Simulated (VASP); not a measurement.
Here is a VASP 6.6.1 calculation.

Contents of POSCAR:

```
Rh
1.0
    1.8809719867      1.8809719867      0.0000000000
   -1.9008949116      1.9008949116      0.0000000000
    0.0000000000      0.0000000000      3.8174499632
Rh
2
Direct
    0.0000000000      0.0000000000      0.0000000000
    0.5000000000      0.5000000000      0.5000000000
```

File INCAR.step1:

```
PREC     = Accurate       # precision mode
ENCUT    = 520            # plane-wave cutoff, eV
ISMEAR   = 0              # smearing method
SIGMA    = 0.1            # smearing width, eV
LREAL    = F              # projectors in reciprocal space
LASPH    = T              # aspherical terms in the spheres
NELM     = 80             # most SCF steps
NBANDS   = 22             # bands
GGA      = PE             # functional
ALGO     = Normal         # electronic algorithm
EDIFF    = 1E-4           # SCF threshold, eV
LWAVE    = T              # write WAVECAR
LCHARG   = F              # write CHGCAR
```

INCAR.step2

```
PREC     = Accurate       # precision mode
ENCUT    = 520            # plane-wave cutoff, eV
EDIFF    = 1E-6           # SCF threshold, eV
ISMEAR   = 0              # smearing method
SIGMA    = 0.1            # smearing width, eV
LREAL    = F              # projectors in reciprocal space
LASPH    = T              # aspherical terms in the spheres
NELM     = 80             # most SCF steps
ALGO     = Normal         # electronic algorithm
ISIF     = 2              # what is computed and relaxed
LWAVE    = F              # write WAVECAR
LCHARG   = F              # write CHGCAR
METAGGA  = R2SCAN         # meta-GGA
LMIXTAU  = T            
NBANDS   = 22             # bands
ISTART   = 1
```

File KPOINTS:

```
Automatic mesh
0
Gamma
  20 20 14
```

Potentials or basis: VASP PAW PBE potentials, release 64 (Rh_pv).

Run with:

```sh
$ cat potpaw_PBE.64/Rh_pv/POTCAR > POTCAR
$ cp INCAR.step1 INCAR
$ mpirun -np 1 vasp_std > vasp.out
$ cp INCAR.step2 INCAR
$ mpirun -np 1 vasp_std > vasp.out
```

Estimate the band gap on the k mesh.

zero (bands 15 and 16 overlap by 2.59 eV).

Predict the pressure.

2.7 GPa.

Stress tensor (GPa, compression positive):
```
3.43 2.23 0.00
2.23 3.43 0.00
0.00 0.00 1.22
```

Caveat: the cell differs from its parent crystal (uniaxial strain along a: -1.0 %, then relaxed in part); the PAW data sets were made with another functional, which shifts forces and pressure a little.
